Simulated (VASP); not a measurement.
A run of VASP 6.6.1 is set up as follows.

INCAR

```
SYSTEM = Cd3Se2S
PREC = Accurate
ENCUT = 500
EDIFF = 1E-6
ISMEAR = 0
SIGMA = 0.1
LREAL = .False.
LASPH = .True.
NELM = 120
ALGO = Normal
ISIF = 2
LWAVE = .False.
LCHARG = .False.
GGA = PE
NBANDS = 66
GGA_COMPAT = .False.
```

The input KPOINTS:

```
Automatic mesh
0
Gamma
  6 6 1
  0 0 0
```

File POSCAR:

```
Cd3Se2S
1.0
    4.3297518225      0.0000000000      0.0000000000
   -2.1648759112      3.7496750703      0.0000000000
    0.0000000000      0.0000000000     21.1769445336
Cd Se S
6 4 2
Direct
    0.6666666667      0.3333333333      0.1735954573
    0.6666666667      0.3333333333      0.5023214189
    0.6666666667      0.3333333333      0.8310014463
    0.3333333333      0.6666666667      0.3309598939
    0.3333333333      0.6666666667      0.6597450009
    0.3333333333      0.6666666667      1.0022107320
    0.6666666667      0.3333333333      0.9582192198
    0.3333333333      0.6666666667      0.1294193139
    0.3333333333      0.6666666667      0.4582765066
    0.3333333333      0.6666666667      0.7870694995
    0.6666666667      0.3333333333      0.2950911853
    0.6666666667      0.3333333333      0.6238103457
```

Potentials or basis: VASP PAW PBE potentials, release 64 (Cd, Se, S).

Run with:

```console
$ cat potpaw_PBE.64/Cd/POTCAR potpaw_PBE.64/Se/POTCAR potpaw_PBE.64/S/POTCAR > POTCAR
$ mpirun -np 1 vasp_std > vasp.out
```

**Question.** Predict the pressure.

**Answer.** 0.0 GPa.

**Question.** Predict the band gap on the k mesh.

**Answer.** 0.59 eV, direct.

Forces in eV/Å, atoms in the order of the input:
```
Cd   0.000  0.000 -0.013
Cd   0.000  0.000 -0.012
Cd   0.000  0.000  0.025
Cd   0.000  0.000  0.007
Cd   0.000  0.000  0.003
Cd   0.000  0.000  0.027
Se   0.000  0.000 -0.025
Se   0.000  0.000 -0.026
Se   0.000  0.000 -0.020
Se   0.000  0.000 -0.016
S    0.000  0.000  0.023
S    0.000  0.000  0.028
```

As with any semilocal functional, this PBE gap is likely too small.
